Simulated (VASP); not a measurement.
# KI (P4/mmm) in VASP: single point with HSE06

Aim: the single point of KI with HSE06.

Program: VASP 6.6.1. These are calculated values, not measurements. Logs are shortened: lines on timing, memory, paths and dates and some standing lists are left out, and cuts for length are marked.

## Step 1: The cell of the first run

Symmetry: P4/mmm, No. 123, tetragonal system. The conventional cell has a = 4.452 Å, b = 4.452 Å, c = 4.268 Å, α = 90.00°, β = 90.00°, γ = 90.00°. K (site symmetry 4/mmm) has 8 I at 3.80 Å and 6 K at 4.27 to 4.45 Å within 5.0 Å. Within 5.0 Å of I (site symmetry 4/mmm) lie 8 K at 3.80 Å and 6 I at 4.27 to 4.45 Å.

## Step 2: Single point, HSE06 (epitaxial xy strain +3.8%)

The input, POSCAR:

```
KI
1.0
    4.4518504101      0.0000000000      0.0000000000
    0.0000000000      4.4518504101      0.0000000000
    0.0000000000      0.0000000000      4.2679716329
K I
1 1
Direct
    0.0000000000      0.0000000000      0.0000000000
    0.5000000000      0.5000000000      0.5000000000
```

The input, INCAR.step1:

```
SYSTEM = KI
PREC = Accurate
ENCUT = 520
EDIFF = 1E-5
ISMEAR = 0
SIGMA = 0.01
LREAL = .FALSE.
LASPH = .TRUE.
NELM = 80
ALGO = Normal
ISIF = 2
LWAVE = .TRUE.
LCHARG = .FALSE.
GGA = PE
NBANDS = 15
```

The input, INCAR.step2:

```
SYSTEM = KI
PREC = Accurate
ENCUT = 520
EDIFF = 1E-6
ISMEAR = 0
SIGMA = 0.01
LREAL = .FALSE.
LASPH = .TRUE.
NELM = 80
ALGO = Normal
ISIF = 2
LWAVE = .FALSE.
LCHARG = .FALSE.
GGA = PE
LHFCALC = .TRUE.
HFSCREEN = 0.2079
PRECFOCK = Normal
ISTART = 1
NBANDS = 15
```

The input, KPOINTS:

```
regular mesh
0
G
  4 4 4
  0 0 0
```

Potentials or basis: VASP PAW PBE potentials, release 64 (K_sv, I).

Launch:

```sh
$ cat potpaw_PBE.64/K_sv/POTCAR potpaw_PBE.64/I/POTCAR > POTCAR
$ cp INCAR.step1 INCAR
$ mpirun -np 1 vasp_std > vasp.out
$ cp INCAR.step2 INCAR
$ mpirun -np 1 vasp_std > vasp.out
```

OUTCAR:

```text
SYSTEM = KI
   PREC = Accurate
   ENCUT = 520
   EDIFF = 1E-6
   ISMEAR = 0
   LREAL = .FALSE.
   LASPH = .TRUE.
   NELM = 80
   ISIF = 2
   GGA = PE
   LHFCALC = .TRUE.
   HFSCREEN = 0.2079
   PRECFOCK = Normal
   ISTART = 1

 ion  position               nearest neighbor table
   1  0.000  0.000  0.000-
   2  0.500  0.500  0.500-

  LATTYP: Found a simple tetragonal cell.
 ALAT       =     4.4518504101
 C/A-ratio  =     0.9586961016

  Lattice vectors:

 A1 = (   4.4518504101,   0.0000000000,   0.0000000000)
 A2 = (   0.0000000000,   4.4518504101,   0.0000000000)
 A3 = (   0.0000000000,   0.0000000000,   4.2679716329)

Analysis of symmetry for initial positions (statically):
=====================================================================
 Subroutine PRICEL returns:
 Original cell was already a primitive cell.

 Routine SETGRP: Setting up the symmetry group for a
 simple tetragonal supercell.

 Subroutine GETGRP returns: Found 16 space group operations
 (whereof 16 operations were pure point group operations)
 out of a pool of 16 trial point group operations.

The static configuration has the point symmetry D_4h.

Analysis of symmetry for dynamics (positions and initial velocities):
=====================================================================
 Subroutine PRICEL returns:
 Original cell was already a primitive cell.

 Routine SETGRP: Setting up the symmetry group for a
 simple tetragonal supercell.

 Subroutine GETGRP returns: Found 16 space group operations
 (whereof 16 operations were pure point group operations)
 out of a pool of 16 trial point group operations.

The dynamic configuration has the point symmetry D_4h.

 Subroutine INISYM returns: Found 16 space group operations
 (whereof 16 operations are pure point group operations),
 and found     1 'primitive' translations

----------------------------------------------------------------------------------------

                                     Primitive cell

  volume of cell :      84.5868

  direct lattice vectors                    reciprocal lattice vectors
     4.451850410  0.000000000  0.000000000     0.224625697  0.000000000  0.000000000
     0.000000000  4.451850410  0.000000000     0.000000000  0.224625697  0.000000000
     0.000000000  0.000000000  4.267971633     0.000000000  0.000000000  0.234303338

  length of vectors
     4.451850410  4.451850410  4.267971633     0.224625697  0.224625697  0.234303338

  position of ions in fractional coordinates (direct lattice)
     0.000000000  0.000000000  0.000000000
     0.500000000  0.500000000  0.500000000

  ion indices of the primitive-cell ions
   primitive index   ion index
                 1           1
                 2           2

----------------------------------------------------------------------------------------

 KPOINTS: regular mesh

Automatic generation of k-mesh.
 Grid dimensions read from file:
 generate k-points for:    4    4    4

 Generating k-lattice:

  Cartesian coordinates                     Fractional coordinates (reciprocal lattice)
     0.056156424  0.000000000  0.000000000     0.250000000  0.000000000  0.000000000
     0.000000000  0.056156424  0.000000000     0.000000000  0.250000000  0.000000000
     0.000000000  0.000000000  0.058575834     0.000000000  0.000000000  0.250000000

  Length of vectors
     0.056156424  0.056156424  0.058575834

  Shift w.r.t. Gamma in fractional coordinates (k-lattice)
     0.000000000  0.000000000  0.000000000

 Subroutine IBZKPT returns following result:
 ===========================================

 Found     18 irreducible k-points:

 Following reciprocal coordinates:
            Coordinates               Weight
  0.000000  0.000000  0.000000      1.000000
  0.250000  0.000000  0.000000      4.000000
  0.500000  0.000000  0.000000      2.000000
  0.250000  0.250000  0.000000      4.000000
  0.500000  0.250000  0.000000      4.000000
  0.500000  0.500000  0.000000      1.000000
[... 10 lines left out ...]
  0.500000  0.250000  0.500000      4.000000
  0.500000  0.500000  0.500000      1.000000
   k-points           NKPTS =     18   k-points in BZ     NKDIM =     64   number of bands    NBANDS=     15
   number of dos      NEDOS =    301   number of ions     NIONS =      2
   total plane-waves  NPLWV =  41472
   dimension x,y,z NGX =    36 NGY =   36 NGZ =   32
   dimension x,y,z NGXF=    72 NGYF=   72 NGZF=   64
   ions per type =               1   1
   NGX,Y,Z   is equivalent  to a cutoff of  13.44, 13.44, 12.46 a.u.
   NGXF,Y,Z  is equivalent  to a cutoff of  26.89, 26.89, 24.93 a.u.
 SYSTEM =  KI
   PREC   = accura    normal or accurate (medium, high low for compatibility)
   ISTART =      1    job   : 0-new  1-cont  2-samecut
   ICHARG =      0    charge: 1-file 2-atom 10-const
   ISPIN  =      1    spin polarized calculation?
   LNONCOLLINEAR =      F non collinear calculations
   LSORBIT =      F    spin-orbit coupling
   LASPH  =      T    aspherical Exc in radial PAW
   ENCUT  =  520.0 eV  38.22 Ry    6.18 a.u.   8.28  8.28  7.94*2*pi/ulx,y,z
   NELM   =     80;   NELMIN=  2; NELMDL=  0     # of ELM steps
   EDIFF  = 0.1E-05   stopping-criterion for ELM
   LREAL  =      F    real-space projection
   EDIFFG = 0.1E-04   stopping-criterion for IOM
   NSW    =      0    number of steps for IOM
   IBRION =     -1    ionic relax: 0-MD 1-quasi-New 2-CG
   NFREE  =      0    steps in history (QN), initial steepest desc. (CG)
   ISIF   =      2    stress and relaxation
   ISYM   =      3    0-nonsym 1-usesym 2-fastsym
   POTIM  = 0.5000    time-step for ionic-motion
   TEBEG  =    0.0;   TEEND  =   0.0 temperature during run
   PSTRESS=    0.0 pullay stress
   NELECT =      16.0000    total number of electrons
   NUPDOWN=      -1.0000    fix difference up-down
   EMIN   =  10.00;   EMAX   =-10.00  energy-range for DOS
   EFERMI =   0.00;   METHOD = LEGACY
   ISMEAR =     0;   SIGMA  =   0.01  broadening in eV -4-tet -1-fermi 0-gaus
   EFERMI_NEDOS =   21; number of points for ismear=-14 and -15
   IALGO  =     38    algorithm
   IMIX   =      1    mixing-type and parameters
     AMIX     =   0.40;   BMIX     =  1.00
     AMIX_MAG =   1.60;   BMIX_MAG =  1.00
  volume/ion in A,a.u.               =      42.29       285.41
  Fermi-wavevector in a.u.,A,eV,Ry     =   0.939753  1.775877 12.015803  0.883137
  Thomas-Fermi vector in A             =   2.067097
   LORBIT       =      0    0 simple, 1 ext, 2 COOP (PROOUT), +10 PAW based schemes
   GGA     = PE    functional components
   LHFCALC =     T    Hartree Fock is set to
   PRECFOCK=normal    Normal, Fast or Accurate (Low or Medium for compatibility)
   ENCUT4O =  -1.0   cutoff for four orbital integrals eV
   NKREDX  =     1    reduce k-point grid by
   NKREDY  =     1    reduce k-point grid by
   NKREDZ  =     1    reduce k-point grid by
   AEXX    =    0.2500 exact exchange contribution
   HFSCREEN=    0.2079 screening length (either q_TF or 0.3 A-1)
   HFSCREENC=   0.2079 screening length for correlation (either q_TF or 0.3 A-1)
   ENCUTFOCK=  -1.0 apply spherical cutoff to Coloumb kernel
   IVDW    =     0    specifies the selected vdW correction
   LEPSILON=     F    determine dielectric tensor
   LRPA    =     F    only Hartree local field effects (RPA)
 non-spin polarized calculation
 Gauss-broadening in eV      SIGMA  =   0.01
  energy-cutoff  :      520.00
  volume of cell :       84.59
 maximum number of plane-waves:      2296
 NGX is ok and might be reduce to    36
  NGX = 28; NGY = 28; NGZ = 24

 number of electron      15.9999999 magnetization

 Free energy of the ion-electron system (eV)
  ---------------------------------------------------
  ext. energy  EPLUGINS =         0.00000000
  ---------------------------------------------------
  free energy    TOTEN  =        -6.24259380 eV

  energy without entropy =       -6.24259380  energy(sigma->0) =       -6.24259380

 E-fermi :   0.0152     XC(G=0):  -6.2450

 val. band max:       -0.0636001089   @ k =   0.5000   0.5000   0.0000
 cond. band min:       3.8923256106   @ k =   0.0000   0.0000   0.0000
 fundamental gap:      3.9559257194
 Fermi energy:         0.0151563112

 k-point     1 :       0.0000    0.0000    0.0000
  band No.  band energies     occupation
      1     -32.0699      2.00000
      2     -14.1678      2.00000
      3     -14.1654      2.00000
      4     -14.1654      2.00000
      5     -12.1405      2.00000
      6      -0.6550      2.00000
      7      -0.6550      2.00000
      8      -0.3701      2.00000
      9       3.8923      0.00000
     10       5.6000      0.00000
     11       5.8100      0.00000
     12       9.2985      0.00000
     13       9.6064      0.00000
     14       9.6064      0.00000
     15      11.2640      0.00000

 k-point     2 :       0.2500    0.0000    0.0000
  band No.  band energies     occupation
      1     -32.0684      2.00000
      2     -14.2249      2.00000
      3     -14.1640      2.00000
      4     -14.1611      2.00000
      5     -12.0183      2.00000
      6      -1.6556      2.00000
      7      -0.6195      2.00000
      8      -0.3303      2.00000
      9       4.9480      0.00000
     10       6.2079      0.00000
     11       6.7857      0.00000
     12       9.1436      0.00000
     13       9.4661      0.00000
     14       9.6439      0.00000
     15       9.8494      0.00000
[... 257 lines left out ...]
      3     -14.2114      2.00000
      4     -14.1763      2.00000
      5     -11.7206      2.00000
      6      -1.9046      2.00000
      7      -1.7746      2.00000
      8      -1.0967      2.00000
      9       5.3757      0.00000
     10       6.8758      0.00000
     11       6.8879      0.00000
     12       8.1044      0.00000
     13       9.7379      0.00000
     14       9.9980      0.00000
     15      10.5809      0.00000

 k-point    18 :       0.5000    0.5000    0.5000
  band No.  band energies     occupation
      1     -32.0596      2.00000
      2     -14.2409      2.00000
      3     -14.2044      2.00000
      4     -14.2044      2.00000
      5     -11.6481      2.00000
      6      -1.8643      2.00000
      7      -1.7418      2.00000
      8      -1.7418      2.00000
      9       6.3184      0.00000
     10       6.3184      0.00000
     11       6.3755      0.00000
     12       9.7123      0.00000
     13       9.7123      0.00000
     14       9.7550      0.00000
     15       9.9849      0.00000

------------------------ aborting loop because EDIFF is reached ----------------------------------------

  FORCE on cell =-STRESS in cart. coord.  units (eV):
  Direction    XX          YY          ZZ          XY          YZ          ZX
  --------------------------------------------------------------------------------------
  -------------------------------------------------------------------------------------
  Total       -0.4948835     -0.4948835      0.1446974      0.0000000     -0.0000000      0.0000000
  in kB       -9.3736961     -9.3736961      2.7407458      0.0000000     -0.0000000      0.0000000
  external PRESSURE =      -5.3355488 kB  Pullay stress =       0.0000000 kB

 VOLUME and BASIS-vectors are now :
 -----------------------------------------------------------------------------
  energy-cutoff  :      520.00
  volume of cell :       84.59
      direct lattice vectors                 reciprocal lattice vectors
     4.451850410  0.000000000  0.000000000     0.224625697  0.000000000  0.000000000
     0.000000000  4.451850410  0.000000000     0.000000000  0.224625697  0.000000000
     0.000000000  0.000000000  4.267971633     0.000000000  0.000000000  0.234303338

 POSITION                                       TOTAL-FORCE (eV/Angst)
 -----------------------------------------------------------------------------------
      0.00000      0.00000      0.00000         0.000000      0.000000      0.000000
      2.22593      2.22593      2.13399         0.000000      0.000000      0.000000
 -----------------------------------------------------------------------------------
    total drift:                               -0.000000     -0.000000      0.000000

  FREE ENERGIE OF THE ION-ELECTRON SYSTEM (eV)
  ---------------------------------------------------
  free  energy   TOTEN  =        -6.2425938010 eV

  energy  without entropy=       -6.2425938010  energy(sigma->0) =       -6.24259380
```

Wall time 11 min (1 thread of AMD EPYC 9R45 (Zen 5), shared host); peak memory 0.29 GiB.

What came out:

```
Free energy            : -6.2426 eV
Pressure               : -0.5 GPa
Band gap on the k mesh : 3.96 eV, indirect (least direct gap 4.26 eV)
```

Caveat: the cell differs from its parent crystal (epitaxial xy strain +3.8%); the PAW data sets were made with another functional, which shifts forces and pressure a little; spin-orbit coupling is left out, which moves the levels of the heavy elements. A k mesh can miss the band edges.
